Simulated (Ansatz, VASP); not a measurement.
# Two plane-wave programs on PbS

```xyz
2
Lattice="0.0000 2.8167 2.9650 2.8167 0.0000 2.9650 2.8167 2.8167 0.0000" Properties=species:S:1:pos:R:3 pbc="T T T"
Pb    0.0000    0.0000    0.0000
S     2.8167    2.8167    2.9650
```

Change from the starting cell: strain -0.050 along x and y, +0.000 along z, atoms carried along.

Alike in both runs: task single point; functional PBE; dispersion D3(BJ); k mesh 10 × 10 × 10; occupations gaussian, width 0.03 eV; no spin polarisation.

```csv
,VASP,Ansatz
version,VASP 6.6.1,Ansatz 0.2.0
potentials or method,"VASP PAW PBE potentials, release 64 (Pb_d, S), cutoff 520 eV","scalar-relativistic, plane waves, PAW"
valence electrons in the cell,20,20
```

Ansatz gave:

```
gap on the k mesh at the Fermi level (eV)                     : 0.17
least direct gap on the mesh (eV)                             : 0.17
pressure (GPa)                                                : 7.9
traceless stress, the component that is largest in VASP (GPa) : -6.40
```

**Question.** Which values does VASP return?

**Answer.** gap on the k mesh at the Fermi level (eV): 0.16; least direct gap on the mesh (eV): 0.16; pressure (GPa): 7.8; traceless stress, the component that is largest in VASP (GPa): -6.41.

Spin-orbit coupling is off throughout.
